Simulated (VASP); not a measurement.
# C (Fd-3m) in VASP: a series of runs

Runs on C. Level: PBE. Tasks: single point.

Everything below comes from runs of VASP 6.6.1. Logs are shortened: lines on timing, memory, paths and dates and some standing lists are left out, and cuts for length are marked.

## Step 1: The cell of the first run

Symmetry: Fd-3m, No. 227, cubic system. The conventional cell has a = 3.572 Å, b = 3.572 Å, c = 3.572 Å, α = 90.00°, β = 90.00°, γ = 90.00°. C (site symmetry -43m) has 4 C at 1.55 Å within 2.1 Å.

## Step 2: Single point, PBE

Contents of INCAR:

```
SYSTEM = C
PREC = Accurate
ENCUT = 600
EDIFF = 1E-6
ISMEAR = -1
SIGMA = 0.1
LREAL = .FALSE.
LASPH = .TRUE.
NELM = 120
ALGO = Normal
ISIF = 2
LWAVE = .FALSE.
LCHARG = .FALSE.
GGA = PE
NBANDS = 11
GGA_COMPAT = .FALSE.
```

Contents of KPOINTS:

```
Automatic mesh
0
G
  4 4 4
  0 0 0
```

Contents of POSCAR:

```
C
1.0
   -1.7860721799      0.0000000000      1.7860721799
    0.0000000000      1.7860721799      1.7860721799
   -1.7860721799      1.7860721799      0.0000000000
C
2
Direct
    0.0000000000      0.0000000000      0.0000000000
    0.2500000000      0.2500000000      0.2500000000
```

Potentials or basis: VASP PAW PBE potentials, release 64 (C).

The run is started by

```console
cat potpaw_PBE.64/C/POTCAR > POTCAR
mpirun -np 1 vasp_std > vasp.out
```

OUTCAR:

```text
SYSTEM = C
   PREC = Accurate
   ENCUT = 600
   EDIFF = 1E-6
   ISMEAR = -1
   LREAL = .FALSE.
   LASPH = .TRUE.
   NELM = 120
   ISIF = 2
   GGA = PE

 ion  position               nearest neighbor table
   1  0.000  0.000  0.000-   2 1.55   2 1.55   2 1.55   2 1.55
   2  0.250  0.250  0.250-   1 1.55   1 1.55   1 1.55   1 1.55

  LATTYP: Found a face centered cubic cell.
 ALAT       =     3.5721443598

  Lattice vectors:

 A1 = (  -1.7860721799,   0.0000000000,   1.7860721799)
 A2 = (   0.0000000000,   1.7860721799,   1.7860721799)
 A3 = (  -1.7860721799,   1.7860721799,   0.0000000000)

Analysis of symmetry for initial positions (statically):
=====================================================================
 Subroutine PRICEL returns:
 Original cell was already a primitive cell.

 Routine SETGRP: Setting up the symmetry group for a
 face centered cubic supercell.

 Subroutine GETGRP returns: Found 48 space group operations
 (whereof 24 operations were pure point group operations)
 out of a pool of 48 trial point group operations.

The static configuration has the point symmetry T_d .
 The point group associated with its full space group is O_h .

Analysis of symmetry for dynamics (positions and initial velocities):
=====================================================================
 Subroutine PRICEL returns:
 Original cell was already a primitive cell.

 Routine SETGRP: Setting up the symmetry group for a
 face centered cubic supercell.

 Subroutine GETGRP returns: Found 48 space group operations
 (whereof 24 operations were pure point group operations)
 out of a pool of 48 trial point group operations.

The dynamic configuration has the point symmetry T_d .
 The point group associated with its full space group is O_h .

 Subroutine INISYM returns: Found 48 space group operations
 (whereof 24 operations are pure point group operations),
 and found     1 'primitive' translations

----------------------------------------------------------------------------------------

                                     Primitive cell

  volume of cell :      11.3953

  direct lattice vectors                    reciprocal lattice vectors
    -1.786072180  0.000000000  1.786072180    -0.279943893 -0.279943893  0.279943893
     0.000000000  1.786072180  1.786072180     0.279943893  0.279943893  0.279943893
    -1.786072180  1.786072180  0.000000000    -0.279943893  0.279943893 -0.279943893

  length of vectors
     2.525887500  2.525887500  2.525887500     0.484877047  0.484877047  0.484877047
[... 71 lines left out ...]
   ISYM   =      2    0-nonsym 1-usesym 2-fastsym
   POTIM  = 0.5000    time-step for ionic-motion
   TEBEG  =    0.0;   TEEND  =   0.0 temperature during run
   PSTRESS=    0.0 pullay stress
   NELECT =       8.0000    total number of electrons
   NUPDOWN=      -1.0000    fix difference up-down
   EMIN   =  10.00;   EMAX   =-10.00  energy-range for DOS
   EFERMI =   0.00;   METHOD = LEGACY
   ISMEAR =    -1;   SIGMA  =   0.10  broadening in eV -4-tet -1-fermi 0-gaus
   EFERMI_NEDOS =   21; number of points for ismear=-14 and -15
   IALGO  =     38    algorithm
   IMIX   =      4    mixing-type and parameters
     AMIX     =   0.40;   BMIX     =  1.00
     AMIX_MAG =   1.60;   BMIX_MAG =  1.00
  volume/ion in A,a.u.               =       5.70        38.45
  Fermi-wavevector in a.u.,A,eV,Ry     =   1.454998  2.749548 28.803807  2.117020
  Thomas-Fermi vector in A             =   2.572084
   LORBIT       =      0    0 simple, 1 ext, 2 COOP (PROOUT), +10 PAW based schemes
   GGA     = PE    functional components
   LHFCALC =     F    Hartree Fock is set to
   AEXX    =    0.0000 exact exchange contribution
   IVDW    =     0    specifies the selected vdW correction
   LEPSILON=     F    determine dielectric tensor
   LRPA    =     F    only Hartree local field effects (RPA)
 non-spin polarized calculation
  energy-cutoff  :      600.00
  volume of cell :       11.40
 maximum number of plane-waves:       392
   NGX =  9   NGY =  9   NGZ =  9

 number of electron       7.9999999 magnetization

 Free energy of the ion-electron system (eV)
  ---------------------------------------------------
  ext. energy  EPLUGINS =         0.00000000
  ---------------------------------------------------
  free energy    TOTEN  =       -18.05787339 eV

  energy without entropy =      -18.05787339  energy(sigma->0) =      -18.05787339

 E-fermi :  11.7693     XC(G=0): -13.2143

 val. band max:        9.6957778829   @ k =   0.0000   0.0000   0.0000
 cond. band min:      14.1165024155   @ k =   0.2500   0.2500   0.0000
 fundamental gap:      4.4207245326
 Fermi energy:        11.7693295001

 k-point     1 :       0.0000    0.0000    0.0000
  band No.  band energies     occupation
      1     -11.7326      2.00000
      2       9.6958      2.00000
      3       9.6958      2.00000
      4       9.6958      2.00000
      5      15.2651      0.00000
      6      15.2651      0.00000
      7      15.2651      0.00000
      8      22.9233      0.00000
      9      28.9211      0.00000
     10      36.1579      0.00000
     11      36.1579      0.00000
[... 85 lines left out ...]
 k-point     8 :      -0.2500    0.5000    0.2500
  band No.  band energies     occupation
      1      -2.2599      2.00000
      2      -2.2599      2.00000
      3       1.4014      2.00000
      4       1.4014      2.00000
      5      20.2872      0.00000
      6      20.2872      0.00000
      7      21.9504      0.00000
      8      21.9504      0.00000
      9      30.9464      0.00000
     10      30.9464      0.00000
     11      40.0252      0.00000

------------------------ aborting loop because EDIFF is reached ----------------------------------------

  FORCE on cell =-STRESS in cart. coord.  units (eV):
  Direction    XX          YY          ZZ          XY          YZ          ZX
  --------------------------------------------------------------------------------------
  -------------------------------------------------------------------------------------
  Total        0.0645388      0.0645388      0.0645388     -0.0000000      0.0000000      0.0000000
  in kB        9.0741196      9.0741196      9.0741196     -0.0000000      0.0000000      0.0000000
  external PRESSURE =       9.0741196 kB  Pullay stress =       0.0000000 kB

 VOLUME and BASIS-vectors are now :
 -----------------------------------------------------------------------------
  energy-cutoff  :      600.00
  volume of cell :       11.40
      direct lattice vectors                 reciprocal lattice vectors
    -1.786072180  0.000000000  1.786072180    -0.279943893 -0.279943893  0.279943893
     0.000000000  1.786072180  1.786072180     0.279943893  0.279943893  0.279943893
    -1.786072180  1.786072180  0.000000000    -0.279943893  0.279943893 -0.279943893

 POSITION                                       TOTAL-FORCE (eV/Angst)
 -----------------------------------------------------------------------------------
      0.00000      0.00000      0.00000         0.000000     -0.000000     -0.000000
     -0.89304      0.89304      0.89304        -0.000000      0.000000      0.000000
 -----------------------------------------------------------------------------------
    total drift:                               -0.000000      0.000000      0.000000

  FREE ENERGIE OF THE ION-ELECTRON SYSTEM (eV)
  ---------------------------------------------------
  free  energy   TOTEN  =       -18.0578733885 eV

  energy  without entropy=      -18.0578733883  energy(sigma->0) =      -18.05787339
```

stdout:

```text
POSCAR found type information on POSCAR C
 POSCAR found :  1 types and       2 ions
 scaLAPACK will be used
 LDA part: xc-table for (Slater+PW92), standard interpolation
 POSCAR, INCAR and KPOINTS ok, starting setup
 FFT: planning ... GRIDC
 FFT: planning ... GRID_SOFT
 FFT: planning ... GRID
 WAVECAR not read
 entering main loop
```

Wall time 4.1 s (1 thread of Intel Xeon 8259CL, shared host); peak memory 0.11 GiB.

What came out:

| Quantity | Value |
| --- | --- |
| Free energy | -18.0579 eV |
| Pressure | 0.9 GPa |
| Band gap on the k mesh | 4.42 eV (least direct gap 5.57 eV) |

Caveat: the k points lie up to 0.76 Å⁻¹ apart. A k mesh can miss the band edges.

## Step 3: Single point, PBE

Contents of INCAR:

```
  ALGO = Normal
  EDIFF = 1E-6
  ENCUT = 600
  GGA = PE
  GGA_COMPAT = False
  ISIF = 2
  ISMEAR = -1
  LASPH = True
  LCHARG = True
  LELF = True
  LREAL = False
  LVHAR = True
  LWAVE = False
  NBANDS = 11
  NELM = 120
  PREC = Accurate
  SIGMA = 0.1
```

Contents of KPOINTS:

```
k-points
0
Gamma
  4 4 4
```

POSCAR is that of step 2.

Potentials or basis: VASP PAW PBE potentials, release 64 (C).

The run is started by

```console
cat potpaw_PBE.64/C/POTCAR > POTCAR
mpirun -np 1 vasp_std > vasp.out
```

Wall time 5.3 s (1 thread of Intel Xeon 8259CL, shared host); peak memory 0.11 GiB.

The run converged. Its results:

```yaml
Free_energy: -18.0579 eV
Pressure: 0.9 GPa
Band_gap_on_the_k_mesh: 4.42 eV (least direct gap 5.57 eV)
```

Levels at points of the mesh, in eV from the valence-band top:
```csv
k point,band 1,band 2,band 3,band 4,band 5,band 6,band 7,band 8,band 9
"(0.00, 0.00, 0.00)",-21.43,0.00,0.00,0.00,5.57,5.57,5.57,13.23,19.23
"(0.50, 0.00, 0.00)",-15.68,-13.34,-2.79,-2.79,8.43,8.43,8.78,15.65,21.82
"(0.50, 0.50, 0.00)",-12.74,-12.74,-6.28,-6.28,4.73,4.73,16.74,16.74,23.14
```

Caveat: the k points lie up to 0.76 Å⁻¹ apart. A k mesh can miss the band edges.
